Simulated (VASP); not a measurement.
## Te: single point with r2SCAN

Te:

```xyz
1
Lattice="2.2577 1.3035 1.8353 -2.2577 1.3035 1.8353 0.0000 -2.6070 1.8353" Properties=species:S:1:pos:R:3 pbc="T T T"
Te    0.0000    0.0000    2.7529
```

This isn't the form of Te at room conditions, which is trigonal, of chains.

```yaml
Program: VASP 6.6.1
Task: single point
Functional: r2SCAN
Potentials_or_basis: VASP PAW PBE potentials, release 64 (Te)
Cutoff: 520 eV
k_mesh: 18 × 18 × 18
Occupations: gaussian, width 0.1 eV
Spin: no spin polarisation
```

```
Pressure               : 0.0 GPa
Band gap on the k mesh : zero (bands 3 and 4 overlap by 5.92 eV)
```

Levels at points of the mesh, in eV from the Fermi level:
```csv
k point,band 1,band 2,band 3,band 4,band 5,band 6,band 7
"(0.00, 0.00, 0.00)",-14.33,1.20,1.22,1.22,6.31,6.31,7.22
"(0.50, 0.00, 0.00)",-12.47,-6.37,2.67,2.68,8.11,10.25,10.30
"(0.50, 0.50, 0.00)",-10.53,-4.78,-4.75,2.36,4.10,11.46,12.95
"(0.50, 0.50, 0.50)",-8.45,-3.30,-3.30,-3.26,4.73,4.73,4.78
```

Run time: 3.9 min on 1 thread of Intel Xeon 8259CL, on a shared host, peak memory 0.28 GiB.

Caveat: the PAW data sets were made with another functional, which shifts forces and pressure a little; spin-orbit coupling is left out, which moves the levels of the heavy elements.
